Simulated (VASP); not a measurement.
# AlN (P6_3mc) in VASP: a series of runs, part 2 of 2

VASP 6.6.1. Earlier steps stand in the parts before.

## (3) Single point, r2SCAN

This run uses another cell than the first one: it holds 8 atoms, not 4.

Contents of POSCAR:

```
AlN
1.0
   -3.1110021516      0.0000000000      0.0000000000
   -1.5555010758     -2.6942068945      0.0000000000
    0.0000000000      0.0000000000      9.9560000000
Al N
4 4
Direct
    0.3333333333      0.3333333333      0.0000000000
    0.3333333333      0.3333333333      0.5000000000
    0.6666666667      0.6666666667      0.2500000000
    0.6666666667      0.6666666667      0.7500000000
    0.3333333333      0.3333333333      0.1925000000
    0.3333333333      0.3333333333      0.6925000000
    0.6666666667      0.6666666667      0.4425000000
    0.6666666667      0.6666666667      0.9425000000
```

Contents of INCAR.step1:

```
PREC = Accurate ; ENCUT = 520
ISMEAR = 0 ; SIGMA = 0.05
LREAL = False ; LASPH = True
NELM = 60 ; NBANDS = 26
GGA = PE ; ALGO = Normal
EDIFF = 1E-4 ; LWAVE = True
LCHARG = False
```

Contents of INCAR.step2:

```
PREC = Accurate ; ENCUT = 520
EDIFF = 1E-6 ; ISMEAR = 0
SIGMA = 0.05 ; LREAL = False
LASPH = True ; NELM = 60
ALGO = Normal ; ISIF = 2
LWAVE = False ; LCHARG = False
METAGGA = R2SCAN ; LMIXTAU = True
NBANDS = 26 ; ISTART = 1
```

Contents of KPOINTS:

```
regular mesh
0
Gamma
  8 8 3
```

Potentials or basis: VASP PAW PBE potentials, release 64 (Al, N).

Run with:

```bash
$ cat potpaw_PBE.64/Al/POTCAR potpaw_PBE.64/N/POTCAR > POTCAR
$ cp INCAR.step1 INCAR
$ mpirun -np 1 vasp_std > vasp.out
$ cp INCAR.step2 INCAR
$ mpirun -np 1 vasp_std > vasp.out
```

OUTCAR:

```text
PREC = Accurate
   ENCUT = 520
   EDIFF = 1E-6
   ISMEAR = 0
   LREAL = False
   LASPH = True
   NELM = 60
   ISIF = 2
   METAGGA = R2SCAN
   ISTART = 1

 ion  position               nearest neighbor table
   1  0.333  0.333  0.000-   8 1.89   8 1.89   8 1.89   5 1.92   3 3.07   4 3.07   4 3.07   3 3.07
                             3 3.07   4 3.07
   2  0.333  0.333  0.500-   7 1.89   7 1.89   7 1.89   6 1.92   3 3.07   4 3.07   4 3.07   3 3.07
                             3 3.07   4 3.07
   3  0.667  0.667  0.250-   5 1.89   5 1.89   5 1.89   7 1.92   2 3.07   1 3.07   1 3.07   2 3.07
[... 808 lines left out ...]
  Total       -0.2524584     -0.2524584     -1.0558916      0.0000000      0.0000000     -0.0000000
  in kB       -4.8471256     -4.8471256    -20.2728013      0.0000000      0.0000000     -0.0000000
  external PRESSURE =      -9.9890175 kB  Pullay stress =       0.0000000 kB

 VOLUME and BASIS-vectors are now :
 -----------------------------------------------------------------------------
  energy-cutoff  :      520.00
  volume of cell :       83.45
      direct lattice vectors                 reciprocal lattice vectors
    -3.111002152  0.000000000  0.000000000    -0.321439829  0.185583372  0.000000000
    -1.555501076 -2.694206895  0.000000000     0.000000000 -0.371166744  0.000000000
     0.000000000  0.000000000  9.956000000     0.000000000  0.000000000  0.100441945

 POSITION                                       TOTAL-FORCE (eV/Angst)
 -----------------------------------------------------------------------------------
     -1.55550     -0.89807      0.00000        -0.000000      0.000000      0.195705
     -1.55550     -0.89807      4.97800         0.000000      0.000000      0.195705
     -3.11100     -1.79614      2.48900         0.000000     -0.000000      0.195705
     -3.11100     -1.79614      7.46700        -0.000000     -0.000000      0.195705
     -1.55550     -0.89807      1.91653        -0.000000      0.000000     -0.195705
     -1.55550     -0.89807      6.89453        -0.000000      0.000000     -0.195705
     -3.11100     -1.79614      4.40553        -0.000000      0.000000     -0.195705
     -3.11100     -1.79614      9.38353         0.000000      0.000000     -0.195705
 -----------------------------------------------------------------------------------
    total drift:                                0.000000      0.000000     -0.016599

  FREE ENERGIE OF THE ION-ELECTRON SYSTEM (eV)
  ---------------------------------------------------
  free  energy   TOTEN  =       -76.9054314673 eV

  energy  without entropy=      -76.9054314673  energy(sigma->0) =      -76.90543147
```

OUTCAR.step1:

```text
PREC = Accurate
   ENCUT = 520
   ISMEAR = 0
   LREAL = False
   LASPH = True
[... 837 lines left out ...]
     -1.55550     -0.89807      1.91653         0.000000      0.000000     -0.181376
     -1.55550     -0.89807      6.89453         0.000000      0.000000     -0.181376
     -3.11100     -1.79614      4.40553        -0.000000     -0.000000     -0.181376
     -3.11100     -1.79614      9.38353        -0.000000     -0.000000     -0.181376
 -----------------------------------------------------------------------------------
    total drift:                                0.000000      0.000000      0.000957

  FREE ENERGIE OF THE ION-ELECTRON SYSTEM (eV)
  ---------------------------------------------------
  free  energy   TOTEN  =       -59.5358733119 eV

  energy  without entropy=      -59.5358733119  energy(sigma->0) =      -59.53587331
```

It took 2.3 min on 1 thread of Intel Xeon Platinum 8259CL at 2.50GHz (Skylake/Cascade Lake), shared host; peak memory 0.21 GiB.

Results:

| Property | Result |
| --- | --- |
| Free energy | -76.9054 eV |
| Pressure | -1.0 GPa |
| Largest force | 0.196 eV/Å |
| Band gap on the k mesh | 4.84 eV |

Forces in eV/Å, atoms in the order of the input:
```
Al   0.000  0.000  0.196
Al   0.000  0.000  0.196
Al   0.000  0.000  0.196
Al   0.000  0.000  0.196
N    0.000  0.000 -0.196
N    0.000  0.000 -0.196
N    0.000  0.000 -0.196
N    0.000  0.000 -0.196
```

Caveat: the PAW data sets were made with another functional, which shifts forces and pressure a little. r2SCAN opens gaps a little over a GGA but as a rule still falls short of measured ones.

## (4) Comparison with measurements

Step 2. Against the measured gap of AlN, 6.0343 eV (an exciton energy, a little under the gap; 0 K; quoted in “Structural and optical properties of self-assembled AlN nanowires grown on SiO2/Si substrates by molecular beam epitaxy”, 2024, arxiv:2402.00216), the calculated 4.84 eV is off by -1.20 eV. 2 values of this kind are on record (6.034 to 6.0343 eV); this one was drawn at random. The value is that of r2SCAN on a finite k mesh, which can miss the band edges, without temperature or zero-point motion.
